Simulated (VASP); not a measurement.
Wanted: the native input for a VASP 6.6.1 run.

* Task: single point
* Functional: PBEsol
* Potentials or basis: VASP PAW PBE potentials, release 64 (O)
* Cutoff: 520 eV
* k mesh: 24 × 24 × 24
* Occupations: gaussian, width 0.1 eV
* Spin: no spin polarisation
* Dipole correction: no
* Further INCAR settings: ALGO = Normal; EDIFF = 1e-06; NBANDS = 9

The structure of O lies in POSCAR:

```
O
1.0
   -1.2038244106      1.2038244106      1.2038244106
    1.2038244106     -1.2038244106      1.2038244106
    1.2038244106      1.2038244106     -1.2038244106
O
1
Direct
    0.0000000000      0.0000000000      0.0000000000
```

This cell differs from its parent crystal: Se replaced by O, lengths x 0.730, strained.

These files were run (other wordings do the same):

INCAR

```
SYSTEM = O
ALGO     = Normal         ! electronic algorithm
EDIFF    = 1E-6           ! SCF threshold, eV
ENCUT    = 520            ! plane-wave cutoff, eV
GGA      = PS             ! functional
ISIF     = 2              ! what is computed and relaxed
ISMEAR   = 0              ! smearing method
LASPH    = .TRUE.         ! aspherical terms in the spheres
LCHARG   = .FALSE.        ! write CHGCAR
LREAL    = .FALSE.        ! projectors in reciprocal space
LWAVE    = .FALSE.        ! write WAVECAR
NBANDS   = 9              ! bands
NELM     = 80             ! most SCF steps
PREC     = Accurate       ! precision mode
SIGMA    = 0.1            ! smearing width, eV
```

KPOINTS

```
k-points
0
G
  24 24 24
  0 0 0
```

Potentials or basis: VASP PAW PBE potentials, release 64 (O).

Command:

```bash
$ cat potpaw_PBE.64/O/POTCAR > POTCAR
$ mpirun -np 1 vasp_std > vasp.out
```

Results of the run:

```json
{"Pressure": "9.0 GPa", "Band gap on the k mesh": "zero (bands 3 and 4 overlap by 5.94 eV)"}
```

Caveat: the cell differs from its parent crystal (Se replaced by O, lengths x 0.730, strained); the cell stands under pressure; the PAW data sets were made with another functional, which shifts forces and pressure a little.

Run time: 4.4 s on 1 thread of Intel(R) Xeon(R) 6975P-C (Granite Rapids), on a shared host, peak memory 0.12 GiB.
